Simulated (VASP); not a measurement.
Here is a VASP 6.6.1 calculation.

Contents of POSCAR:

```
Pt
1.0
   -1.5782791750      1.5782791750      1.5842200000
    1.5782791750     -1.5782791750      1.5842200000
    1.5901608250      1.5901608250     -1.5842200000
Pt
1
Direct
    0.0000000000      0.0000000000      0.0000000000
```

INCAR.step1

```
ALGO = Normal
EDIFF = 1E-4
ENCUT = 520
GGA = PE
ISMEAR = 0
LASPH = T
LCHARG = F
LREAL = F
LWAVE = T
NBANDS = 11
NELM = 80
PREC = Accurate
SIGMA = 0.15
```

INCAR.step2

```
ALGO = Normal
EDIFF = 1E-6
ENCUT = 520
ISIF = 2
ISMEAR = 0
ISTART = 1
LASPH = T
LCHARG = T
LELF = T
LMIXTAU = T
LREAL = F
LVHAR = T
LWAVE = F
METAGGA = R2SCAN
NBANDS = 11
NELM = 80
PREC = Accurate
SIGMA = 0.15
```

Contents of KPOINTS:

```
k-points
0
Gamma
  22 22 22
```

Potentials or basis: VASP PAW PBE potentials, release 64 (Pt).

Run with:

```sh
$ cat potpaw_PBE.64/Pt/POTCAR > POTCAR
$ cp INCAR.step1 INCAR
$ mpirun -np 1 vasp_std > vasp.out
$ cp INCAR.step2 INCAR
$ mpirun -np 1 vasp_std > vasp.out
```

What does it give for the pressure?

-5.9 GPa.

What does it give for the band gap on the k mesh?

Zero (bands 5 and 6 overlap by 2.32 eV).

Stress tensor (GPa, compression positive):
```
-5.94 -1.07  0.00
-1.07 -5.94  0.00
 0.00  0.00 -5.93
```

Caveat: the cell differs from its parent crystal (strain +0.0075 x Voigt [0, 0, 0, 0, 0, 1]); the cell stands under tension; the PAW data sets were made with another functional, which shifts forces and pressure a little; spin-orbit coupling is left out, which moves the levels of the heavy elements.
